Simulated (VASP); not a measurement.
# HfN (P6_3/mmc) in VASP: further runs

The runs below take HfN through single point, relaxation of cell and atoms, with PBEsol.

Everything below comes from runs of VASP 6.6.1. Logs are shortened: lines on timing, memory, paths and dates and some standing lists are left out, and cuts for length are marked.

### 1 The cell of the first run

The structure is hexagonal, space group P6_3/mmc (No. 194). Conventional cell: a = 3.127 Å, b = 3.127 Å, c = 5.393 Å, α = 90.00°, β = 90.00°, γ = 120.00°. Within 3.0 Å of Hf (site symmetry -6m2) lie 6 N at 2.25 Å. N (site symmetry -3m) has 6 Hf at 2.25 Å and 2 N at 2.70 Å within 3.0 Å.

### 2 Single point, PBEsol

Input file INCAR:

```
PREC = Accurate
ENCUT = 520
EDIFF = 1E-7
ISMEAR = -1
SIGMA = 0.05
LREAL = F
LASPH = T
NELM = 60
ALGO = Normal
ISIF = 2
LWAVE = F
LCHARG = F
GGA = PS
NBANDS = 23
```

Input file KPOINTS:

```
regular mesh
0
Gamma
  10 10 5
```

Input file POSCAR:

```
HfN
1.0
    3.1266764123      0.0000000000      0.0000000000
   -1.5633382062      2.7077812024      0.0000000000
    0.0000000000      0.0000000000      5.3932098269
Hf N
2 2
Direct
    0.3333333333      0.6666666667      0.2500000000
    0.6666666667      0.3333333333      0.7500000000
    0.0000000000      0.0000000000      0.5000000000
    0.0000000000      0.0000000000      0.0000000000
```

Potentials or basis: VASP PAW PBE potentials, release 64 (Hf_pv, N).

Run with:

```sh
$ cat potpaw_PBE.64/Hf_pv/POTCAR potpaw_PBE.64/N/POTCAR > POTCAR
$ mpirun -np 1 vasp_std > vasp.out
```

OUTCAR:

```text
PREC = Accurate
   ENCUT = 520
   EDIFF = 1E-7
   ISMEAR = -1
   LREAL = F
   LASPH = T
   NELM = 60
   ISIF = 2
   GGA = PS

 ion  position               nearest neighbor table
   1  0.333  0.667  0.250-   3 2.25   4 2.25   3 2.25   4 2.25   3 2.25   4 2.25   2 3.25   2 3.25
                             2 3.25   2 3.25   2 3.25   2 3.25
   2  0.667  0.333  0.750-   3 2.25   4 2.25   3 2.25   4 2.25   3 2.25   4 2.25   1 3.25   1 3.25
                             1 3.25   1 3.25   1 3.25   1 3.25
   3  0.000  0.000  0.500-   1 2.25   2 2.25   1 2.25   2 2.25   2 2.25   1 2.25
   4  0.000  0.000  0.000-   1 2.25   2 2.25   1 2.25   2 2.25   2 2.25   1 2.25

  LATTYP: Found a hexagonal cell.
 ALAT       =     3.1266764123
 C/A-ratio  =     1.7249018177

  Lattice vectors:

 A1 = (   3.1266764123,   0.0000000000,   0.0000000000)
 A2 = (  -1.5633382062,   2.7077812024,   0.0000000000)
 A3 = (   0.0000000000,   0.0000000000,   5.3932098269)

Analysis of symmetry for initial positions (statically):
=====================================================================
 Subroutine PRICEL returns:
 Original cell was already a primitive cell.

 Routine SETGRP: Setting up the symmetry group for a
 hexagonal supercell.

 Subroutine GETGRP returns: Found 24 space group operations
 (whereof 12 operations were pure point group operations)
 out of a pool of 24 trial point group operations.

The static configuration has the point symmetry D_3d.
 The point group associated with its full space group is D_6h.

Analysis of symmetry for dynamics (positions and initial velocities):
=====================================================================
 Subroutine PRICEL returns:
 Original cell was already a primitive cell.

 Routine SETGRP: Setting up the symmetry group for a
 hexagonal supercell.

 Subroutine GETGRP returns: Found 24 space group operations
 (whereof 12 operations were pure point group operations)
 out of a pool of 24 trial point group operations.

The dynamic configuration has the point symmetry D_3d.
 The point group associated with its full space group is D_6h.

 Subroutine INISYM returns: Found 24 space group operations
 (whereof 12 operations are pure point group operations),
 and found     1 'primitive' translations

----------------------------------------------------------------------------------------

                                     Primitive cell

  volume of cell :      45.6608

  direct lattice vectors                    reciprocal lattice vectors
     3.126676412  0.000000000  0.000000000     0.319828427  0.184653029  0.000000000
    -1.563338206  2.707781202  0.000000000     0.000000000  0.369306057  0.000000000
     0.000000000  0.000000000  5.393209827     0.000000000  0.000000000  0.185418338

  length of vectors
     3.126676412  3.126676412  5.393209827     0.369306057  0.369306057  0.185418338

  position of ions in fractional coordinates (direct lattice)
     0.333333333  0.666666667  0.250000000
     0.666666667  0.333333333  0.750000000
     0.000000000  0.000000000  0.500000000
     0.000000000  0.000000000  0.000000000

  ion indices of the primitive-cell ions
   primitive index   ion index
                 1           1
                 2           2
                 3           3
                 4           4

----------------------------------------------------------------------------------------

 KPOINTS: regular mesh

Automatic generation of k-mesh.
 Grid dimensions read from file:
 generate k-points for:   10   10    5

 Generating k-lattice:

  Cartesian coordinates                     Fractional coordinates (reciprocal lattice)
     0.031982843  0.018465303  0.000000000     0.100000000 -0.000000000  0.000000000
     0.000000000  0.036930606  0.000000000     0.000000000  0.100000000  0.000000000
     0.000000000  0.000000000  0.037083668     0.000000000  0.000000000  0.200000000

  Length of vectors
     0.036930606  0.036930606  0.037083668

  Shift w.r.t. Gamma in fractional coordinates (k-lattice)
     0.000000000  0.000000000  0.000000000

 Subroutine IBZKPT returns following result:
 ===========================================

 Found     42 irreducible k-points:

 Following reciprocal coordinates:
            Coordinates               Weight
  0.000000  0.000000  0.000000      1.000000
  0.100000  0.000000  0.000000      6.000000
  0.200000  0.000000  0.000000      6.000000
  0.300000 -0.000000  0.000000      6.000000
  0.400000 -0.000000  0.000000      6.000000
  0.500000  0.000000  0.000000      3.000000
[... 16 lines left out ...]
  0.300000  0.100000  0.200000     24.000000
  0.400000  0.100000  0.200000     24.000000
 [... further k-points ...]
   k-points           NKPTS =     42   k-points in BZ     NKDIM =     42   number of bands    NBANDS=     23
   number of dos      NEDOS =    301   number of ions     NIONS =      4
   total plane-waves  NPLWV =  23040
   dimension x,y,z NGX =    24 NGY =   24 NGZ =   40
   dimension x,y,z NGXF=    48 NGYF=   48 NGZF=   80
   ions per type =               2   2
   NGX,Y,Z   is equivalent  to a cutoff of  12.76, 12.76, 12.33 a.u.
   NGXF,Y,Z  is equivalent  to a cutoff of  25.52, 25.52, 24.66 a.u.
 SYSTEM =  unknown system
   PREC   = accura    normal or accurate (medium, high low for compatibility)
   ISTART =      0    job   : 0-new  1-cont  2-samecut
   ICHARG =      2    charge: 1-file 2-atom 10-const
   ISPIN  =      1    spin polarized calculation?
   LNONCOLLINEAR =      F non collinear calculations
   LSORBIT =      F    spin-orbit coupling
   LASPH  =      T    aspherical Exc in radial PAW
   ENCUT  =  520.0 eV  38.22 Ry    6.18 a.u.   5.81  5.81 10.03*2*pi/ulx,y,z
   NELM   =     60;   NELMIN=  2; NELMDL= -5     # of ELM steps
   EDIFF  = 0.1E-06   stopping-criterion for ELM
   LREAL  =      F    real-space projection
   EDIFFG = 0.1E-05   stopping-criterion for IOM
   NSW    =      0    number of steps for IOM
   IBRION =     -1    ionic relax: 0-MD 1-quasi-New 2-CG
   NFREE  =      0    steps in history (QN), initial steepest desc. (CG)
   ISIF   =      2    stress and relaxation
   ISYM   =      2    0-nonsym 1-usesym 2-fastsym
   POTIM  = 0.5000    time-step for ionic-motion
   TEBEG  =    0.0;   TEEND  =   0.0 temperature during run
   PSTRESS=    0.0 pullay stress
   NELECT =      30.0000    total number of electrons
   NUPDOWN=      -1.0000    fix difference up-down
   EMIN   =  10.00;   EMAX   =-10.00  energy-range for DOS
   EFERMI =   0.00;   METHOD = LEGACY
   ISMEAR =    -1;   SIGMA  =   0.05  broadening in eV -4-tet -1-fermi 0-gaus
   EFERMI_NEDOS =   21; number of points for ismear=-14 and -15
   IALGO  =     38    algorithm
   IMIX   =      4    mixing-type and parameters
     AMIX     =   0.40;   BMIX     =  1.00
     AMIX_MAG =   1.60;   BMIX_MAG =  1.00
  volume/ion in A,a.u.               =      11.42        77.03
  Fermi-wavevector in a.u.,A,eV,Ry     =   1.423204  2.689467 27.558751  2.025511
  Thomas-Fermi vector in A             =   2.543827
   LORBIT       =      0    0 simple, 1 ext, 2 COOP (PROOUT), +10 PAW based schemes
   GGA     = PS    functional components
   LHFCALC =     F    Hartree Fock is set to
   AEXX    =    0.0000 exact exchange contribution
   IVDW    =     0    specifies the selected vdW correction
   LEPSILON=     F    determine dielectric tensor
   LRPA    =     F    only Hartree local field effects (RPA)
 non-spin polarized calculation
  energy-cutoff  :      520.00
  volume of cell :       45.66
 maximum number of plane-waves:      1251
 NGX is ok and might be reduce to    24
   NGX = 11   NGY = 11   NGZ = 21

 number of electron      29.9999999 magnetization

 Free energy of the ion-electron system (eV)
  ---------------------------------------------------
  ext. energy  EPLUGINS =         0.00000000
  ---------------------------------------------------
  free energy    TOTEN  =       -45.86219942 eV

  energy without entropy =      -45.84996783  energy(sigma->0) =      -45.85608362

 E-fermi :   7.9030     XC(G=0): -12.9499

 val. band max:        7.8363033127   @ k =   0.1000   0.0000   0.2000
 cond. band min:       7.9176859501   @ k =   0.3000   0.3000   0.4000
 fundamental gap:      0.0813826374
 Fermi energy:         7.9029865256

 k-point     1 :       0.0000    0.0000    0.0000
  band No.  band energies     occupation
      1     -23.7979      2.00000
      2     -22.8923      2.00000
      3     -22.7904      2.00000
      4     -22.7904      2.00000
      5     -22.7263      2.00000
      6     -22.7263      2.00000
[... 15 lines left out ...]
     22      13.5668      0.00000
     23      13.5668      0.00000

 k-point     2 :       0.1000    0.0000    0.0000
  band No.  band energies     occupation
      1     -23.7607      2.00000
      2     -22.8958      2.00000
      3     -22.8799      2.00000
      4     -22.8183      2.00000
      5     -22.8121      2.00000
      6     -22.7346      2.00000
[... 15 lines left out ...]
     22      13.1927      0.00000
     23      13.5271      0.00000

 k-point     3 :       0.2000    0.0000    0.0000
  band No.  band energies     occupation
      1     -23.6579      2.00000
      2     -23.1186      2.00000
      3     -23.0177      2.00000
      4     -22.9098      2.00000
      5     -22.8835      2.00000
      6     -22.7632      2.00000
[... 15 lines left out ...]
     22      12.7769      0.00000
     23      12.8002      0.00000
[... 495 lines left out ...]
 k-point    23 :       0.3000    0.1000    0.2000
  band No.  band energies     occupation
      1     -23.5599      2.00000
      2     -23.4456      2.00000
      3     -23.2823      2.00000
      4     -23.0261      2.00000
      5     -22.9678      2.00000
      6     -22.8826      2.00000
[... 15 lines left out ...]
     22      13.8255      0.00000
     23      14.0293      0.00000

 k-point    24 :       0.4000    0.1000    0.2000
  band No.  band energies     occupation
      1     -23.6818      2.00000
      2     -23.5204      2.00000
      3     -23.2431      2.00000
      4     -23.0587      2.00000
      5     -23.0215      2.00000
      6     -22.9126      2.00000
[... 15 lines left out ...]
     22      13.9587      0.00000
     23      15.1115      0.00000

 [... further k-points ...]

------------------------ aborting loop because EDIFF is reached ----------------------------------------

  FORCE on cell =-STRESS in cart. coord.  units (eV):
  Direction    XX          YY          ZZ          XY          YZ          ZX
  --------------------------------------------------------------------------------------
  -------------------------------------------------------------------------------------
  Total       -0.6036579     -0.6036579     -0.5698524      0.0000000     -0.0000000     -0.0000000
  in kB      -21.1815460    -21.1815460    -19.9953546      0.0000000     -0.0000000     -0.0000000
  external PRESSURE =     -20.7861489 kB  Pullay stress =       0.0000000 kB

 VOLUME and BASIS-vectors are now :
 -----------------------------------------------------------------------------
  energy-cutoff  :      520.00
  volume of cell :       45.66
      direct lattice vectors                 reciprocal lattice vectors
     3.126676412  0.000000000  0.000000000     0.319828427  0.184653029  0.000000000
    -1.563338206  2.707781202  0.000000000     0.000000000  0.369306057  0.000000000
     0.000000000  0.000000000  5.393209827     0.000000000  0.000000000  0.185418338

 POSITION                                       TOTAL-FORCE (eV/Angst)
 -----------------------------------------------------------------------------------
     -0.00000      1.80519      1.34830         0.000000     -0.000000      0.000000
      1.56334      0.90259      4.04491        -0.000000      0.000000      0.000000
      0.00000      0.00000      2.69660         0.000000      0.000000      0.000000
      0.00000      0.00000      0.00000        -0.000000      0.000000      0.000000
 -----------------------------------------------------------------------------------
    total drift:                               -0.000000      0.000000     -0.000000

  FREE ENERGIE OF THE ION-ELECTRON SYSTEM (eV)
  ---------------------------------------------------
  free  energy   TOTEN  =       -45.8621994216 eV

  energy  without entropy=      -45.8499678275  energy(sigma->0) =      -45.85608362
```

It took 37 s on 1 thread of Intel Xeon Platinum 8488C (Sapphire Rapids), shared host; peak memory 0.18 GiB.

Results:

| Item | Value |
| --- | --- |
| Free energy | -45.8622 eV |
| Pressure | -2.1 GPa |
| Band gap on the k mesh | zero (bands 15 and 16 overlap by 1.71 eV) |

Levels at points of the mesh, in eV from the Fermi level:
| k point | band 11 | band 12 | band 13 | band 14 | band 15 | band 16 | band 17 | band 18 | band 19 | band 20 |
| --- | --- | --- | --- | --- | --- | --- | --- | --- | --- | --- |
| (0.00, 0.00, 0.00) | -4.83 | -3.67 | -3.67 | -1.75 | -0.68 | 0.65 | 0.65 | 1.04 | 1.77 | 1.77 |
| (0.50, 0.00, 0.00) | -5.86 | -5.59 | -3.32 | -2.90 | -2.46 | 2.44 | 2.71 | 4.42 | 4.66 | 5.53 |

Caveat: the PAW data sets were made with another functional, which shifts forces and pressure a little; spin-orbit coupling is left out, which moves the levels of the heavy elements.

(Part 1 of 2 ends here.)
